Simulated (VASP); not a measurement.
# Ir12CO in VASP: single point with PBE+D3(BJ)+U

Aim: the single point of Ir12CO with PBE+D3(BJ)+U.

All numbers are computed with VASP 6.6.1; they aren't measurements. Logs are shortened: lines on timing, memory, paths and dates and some standing lists are left out, and cuts for length are marked.

**1. The cell of the first run**

The cell holds a slab with vacuum, 14 atoms: a = 5.431 Å, b = 5.431 Å, c = 23.390 Å, α = 90.00°, β = 90.00°, γ = 120.00°.

**2. Single point, PBE+D3(BJ)+U**

File INCAR:

```
SYSTEM = Ir12CO
ALGO = Normal ; DIPOL = 0.5 0.5 0.303
EDIFF = 1E-6 ; ENCUT = 520
GGA = PE ; GGA_COMPAT = .FALSE.
IDIPOL = 3 ; ISIF = 2
ISMEAR = 0 ; IVDW = 12
LASPH = .TRUE. ; LCHARG = .TRUE.
LDAU = .TRUE. ; LDAUJ = 0 0 0
LDAUL = 2 -1 -1 ; LDAUPRINT = 1
LDAUTYPE = 2 ; LDAUU = 5 0 0
LDIPOL = .TRUE. ; LELF = .TRUE.
LMAXMIX = 4 ; LREAL = .FALSE.
LVACPOTAV = .TRUE. ; LVHAR = .TRUE.
LWAVE = .FALSE. ; NBANDS = 72
NELM = 200 ; NELMDL = -8
PREC = Accurate ; SIGMA = 0.1
```

File KPOINTS:

```
k-points
0
G
  6 6 1
  0 0 0
```

File POSCAR:

```
Ir12CO
1.0
    5.4309029927      0.0000000000      0.0000000000
   -2.7154514963      4.7032999572      0.0000000000
    0.0000000000      0.0000000000     23.3903533333
Ir O C
12 1 1
Direct
    0.3333333333      0.1666666667      0.1710106702
    0.3333333333      0.6666666667      0.1710106702
    0.8333333333      0.1666666667      0.1710106702
    0.8333333333      0.6666666667      0.1710106702
    0.1666666667      0.3333333333      0.2637950696
    0.1666666667      0.8333333333      0.2637950696
    0.6666666667      0.3333333333      0.2637950696
    0.6666666667      0.8333333333      0.2637950696
    0.0000000000      0.0000000000      0.3565723533
    0.0000000000      0.5000000000      0.3565723533
    0.5000000000      0.0000000000      0.3565723533
    0.5000000000      0.5000000000      0.3565723533
    0.0000000000      0.0000000000      0.5104819565
    0.0000000000      0.0000000000      0.5596475242
```

Potentials or basis: VASP PAW PBE potentials, release 64 (Ir, O, C).

Launch:

```bash
$ cat potpaw_PBE.64/Ir/POTCAR potpaw_PBE.64/O/POTCAR potpaw_PBE.64/C/POTCAR > POTCAR
$ mpirun -np 1 vasp_std > vasp.out
```

OUTCAR:

```text
SYSTEM = Ir12CO
   EDIFF = 1E-6
   ENCUT = 520
   GGA = PE
   ISIF = 2
   ISMEAR = 0
   IVDW = 12
   LASPH = .TRUE.
   LREAL = .FALSE.
   NELM = 200
   NELMDL = -8
   PREC = Accurate
 IVDW          = 12

 ion  position               nearest neighbor table
   1  0.333  0.167  0.171-   5 2.68   7 2.68   6 2.68   3 2.72   3 2.72   2 2.72   2 2.72   4 2.72
                             4 2.72
   2  0.333  0.667  0.171-   6 2.68   8 2.68   5 2.68   4 2.72   4 2.72   1 2.72   1 2.72   3 2.72
                             3 2.72
   3  0.833  0.167  0.171-   7 2.68   5 2.68   8 2.68   1 2.72   1 2.72   4 2.72   4 2.72   2 2.72
                             2 2.72
   4  0.833  0.667  0.171-   8 2.68   6 2.68   7 2.68   2 2.72   2 2.72   3 2.72   3 2.72   1 2.72
                             1 2.72
   5  0.167  0.333  0.264-  12 2.68   9 2.68  10 2.68   1 2.68   3 2.68   2 2.68   7 2.72   7 2.72
                             6 2.72   6 2.72   8 2.72   8 2.72
   6  0.167  0.833  0.264-  11 2.68  10 2.68   9 2.68   2 2.68   4 2.68   1 2.68   8 2.72   8 2.72
                             5 2.72   5 2.72   7 2.72   7 2.72
   7  0.667  0.333  0.264-  10 2.68  11 2.68  12 2.68   3 2.68   1 2.68   4 2.68   5 2.72   5 2.72
                             8 2.72   8 2.72   6 2.72   6 2.72
   8  0.667  0.833  0.264-   9 2.68  12 2.68  11 2.68   4 2.68   2 2.68   3 2.68   6 2.72   6 2.72
                             7 2.72   7 2.72   5 2.72   5 2.72
   9  0.000  0.000  0.357-   8 2.68   5 2.68   6 2.68  11 2.72  11 2.72  10 2.72  10 2.72  12 2.72
                            12 2.72
  10  0.000  0.500  0.357-   7 2.68   6 2.68   5 2.68  12 2.72  12 2.72   9 2.72   9 2.72  11 2.72
                            11 2.72
  11  0.500  0.000  0.357-   6 2.68   7 2.68   8 2.68   9 2.72   9 2.72  12 2.72  12 2.72  10 2.72
                            10 2.72
  12  0.500  0.500  0.357-   5 2.68   8 2.68   7 2.68  10 2.72  10 2.72  11 2.72  11 2.72   9 2.72
                             9 2.72
  13  0.000  0.000  0.510-  14 1.15
  14  0.000  0.000  0.560-  13 1.15

  LATTYP: Found a hexagonal cell.
 ALAT       =     5.4309029927
 C/A-ratio  =     4.3068994907

  Lattice vectors:

 A1 = (   5.4309029927,   0.0000000000,   0.0000000000)
 A2 = (  -2.7154514963,   4.7032999572,   0.0000000000)
 A3 = (   0.0000000000,   0.0000000000,  23.3903533333)

Analysis of symmetry for initial positions (statically):
=====================================================================
 Subroutine PRICEL returns:
 Original cell was already a primitive cell.

 Routine SETGRP: Setting up the symmetry group for a
 hexagonal supercell.

 Subroutine GETGRP returns: Found  6 space group operations
 (whereof  6 operations were pure point group operations)
 out of a pool of 24 trial point group operations.

The static configuration has the point symmetry C_3v.
[... 555 lines left out ...]
  o =  0.8662  v = -0.2392 -0.4806  0.0011  0.8323  0.1381  0.0000  0.0000  0.0000  0.0000  0.0000      0.0000  0.0000  0.0000  0.0000  0.0000  0.0000  0.0000  0.0000  0.0000  0.0000
  o =  0.8678  v =  0.0000  0.0000  0.0000  0.0000  0.0000  0.1380 -0.8324  0.0000 -0.4806  0.2390      0.0000  0.0000  0.0000  0.0000  0.0000  0.0000  0.0000  0.0000  0.0000  0.0000
  o =  0.8678  v =  0.1380 -0.8324  0.0000 -0.4806  0.2390  0.0000  0.0000  0.0000  0.0000  0.0000      0.0000  0.0000  0.0000  0.0000  0.0000  0.0000  0.0000  0.0000  0.0000  0.0000

 number of electron     118.0000007 magnetization

 dipolmoment           0.000000      0.000000      0.010536 electrons x Angstroem

 Free energy of the ion-electron system (eV)
  ---------------------------------------------------
  ext. energy  EPLUGINS =         0.00000000
  ---------------------------------------------------
  free energy    TOTEN  =       -54.72397417 eV

  energy without entropy =      -54.64208270  energy(sigma->0) =      -54.68302844

 E-fermi :  -0.7431     XC(G=0):  -5.3664

 val. band max:       -0.7566260981   @ k =   0.3333   0.3333   0.0000
 cond. band min:      -0.7324669685   @ k =   0.3333   0.0000   0.0000
 fundamental gap:      0.0241591297
 Fermi energy:        -0.7430699667

 k-point     1 :       0.0000    0.0000    0.0000
  band No.  band energies     occupation
      1     -24.9881      2.00000
      2      -9.9732      2.00000
      3      -9.9027      2.00000
      4      -8.7132      2.00000
      5      -8.7132      2.00000
      6      -8.7126      2.00000
[... 507 lines left out ...]
     70      -0.0959      0.00000
     71      -0.0918      0.00000
 [bands above 71 left out]

------------------------ aborting loop because EDIFF is reached ----------------------------------------

 Edisp (eV)   -5.94604

 E8    (eV) :    -2.8761

  FORCE on cell =-STRESS in cart. coord.  units (eV):
  Direction    XX          YY          ZZ          XY          YZ          ZX
  --------------------------------------------------------------------------------------
  -------------------------------------------------------------------------------------
  Total     -26.28875   -26.28875   -14.24625    -0.00000     0.00000    -0.00000
  in kB     -70.49674   -70.49674   -38.20319    -0.00000     0.00000    -0.00000
  external pressure =      -59.73 kB  Pullay stress =        0.00 kB

 VOLUME and BASIS-vectors are now :
 -----------------------------------------------------------------------------
  energy-cutoff  :      520.00
  volume of cell :      597.46
      direct lattice vectors                 reciprocal lattice vectors
     5.430902993  0.000000000  0.000000000     0.184131442  0.106308338  0.000000000
    -2.715451496  4.703299957  0.000000000     0.000000000  0.212616675  0.000000000
     0.000000000  0.000000000 23.390353333     0.000000000  0.000000000  0.042752668

 POSITION                                       TOTAL-FORCE (eV/Angst)
 -----------------------------------------------------------------------------------
      1.35773      0.78388      4.00000        -0.000102     -0.000059      0.746473
     -0.00000      3.13553      4.00000         0.000000     -0.000000      0.743136
      4.07318      0.78388      4.00000         0.000102     -0.000059      0.746473
      2.71545      3.13553      4.00000         0.000000      0.000118      0.746473
      0.00000      1.56777      6.17026         0.000000      0.001604     -0.007879
     -1.35773      3.91942      6.17026         0.001389     -0.000802     -0.007879
      2.71545      1.56777      6.17026         0.000000     -0.000000      0.002338
      1.35773      3.91942      6.17026        -0.001389     -0.000802     -0.007879
      0.00000      0.00000      8.34035         0.000000     -0.000000     -0.727152
     -1.35773      2.35165      8.34035        -0.004012     -0.002317     -0.729849
      2.71545      0.00000      8.34035         0.000000      0.004633     -0.729849
      1.35773      2.35165      8.34035         0.004012     -0.002317     -0.729849
      0.00000      0.00000     11.94035         0.000000     -0.000000      0.699780
      0.00000      0.00000     13.09035        -0.000000     -0.000000     -0.744338
 -----------------------------------------------------------------------------------
    total drift:                               -0.000000     -0.000000      0.001374

  FREE ENERGIE OF THE ION-ELECTRON SYSTEM (eV)
  ---------------------------------------------------
  free  energy   TOTEN  =       -60.6700163103 eV

  energy  without entropy=      -60.5881248376  energy(sigma->0) =      -60.62907057

 vacuum level on the upper side and lower side of the slab         4.478         4.403
```

It took 29 min on 1 thread of Intel Xeon 8259CL, shared host; peak memory 0.74 GiB.

What came out:

```
Free energy                : -60.6700 eV
Largest force              : 0.746 eV/Å
Band gap on the k mesh     : zero (bands 59 and 60 overlap by 1.13 eV)
Dispersion energy per atom : -0.425 eV
```

Forces in eV/Å, atoms in the order of the input:
```
Ir   0.000  0.000  0.746
Ir   0.000  0.000  0.743
Ir   0.000  0.000  0.746
Ir   0.000  0.000  0.746
Ir   0.000  0.002 -0.008
Ir   0.001 -0.001 -0.008
Ir   0.000  0.000  0.002
Ir  -0.001 -0.001 -0.008
Ir   0.000  0.000 -0.727
Ir  -0.004 -0.002 -0.730
Ir   0.000  0.005 -0.730
Ir   0.004 -0.002 -0.730
O    0.000  0.000  0.700
C    0.000  0.000 -0.744
```

Levels at points of the mesh, in eV from the Fermi level:
```
           k point  band 55  band 56  band 57  band 58  band 59  band 60  band 61  band 62  band 63  band 64
(0.00, 0.00, 0.00)     0.58     0.58     0.71     0.71     0.72     0.97     1.03     1.03     1.03     1.59
(0.50, 0.00, 0.00)    -1.17    -0.96    -0.95    -0.86    -0.85    -0.41    -0.40    -0.17    -0.15     0.64
```

Eigenvalues of the final occupation matrices:
```
    site  spin  trace               eigenvalues
site 1 d     1   3.75  0.64 0.69 0.69 0.87 0.87
site 1 d     2   3.75  0.64 0.69 0.69 0.87 0.87
site 2 d     1   3.75  0.64 0.69 0.69 0.87 0.87
site 2 d     2   3.75  0.64 0.69 0.69 0.87 0.87
site 3 d     1   3.75  0.64 0.69 0.69 0.87 0.87
site 3 d     2   3.75  0.64 0.69 0.69 0.87 0.87
site 4 d     1   3.75  0.64 0.69 0.69 0.87 0.87
site 4 d     2   3.75  0.64 0.69 0.69 0.87 0.87
site 5 d     1   3.76  0.59 0.59 0.75 0.91 0.91
site 5 d     2   3.76  0.59 0.59 0.75 0.91 0.91
site 6 d     1   3.76  0.59 0.59 0.75 0.91 0.91
site 6 d     2   3.76  0.59 0.59 0.75 0.91 0.91
```

Caveat: spin-orbit coupling is left out, which moves the levels of the heavy elements; U without spin polarisation on a metal has little footing.

The gap in the log of VASP goes by the Fermi energy; the results here count the filled bands.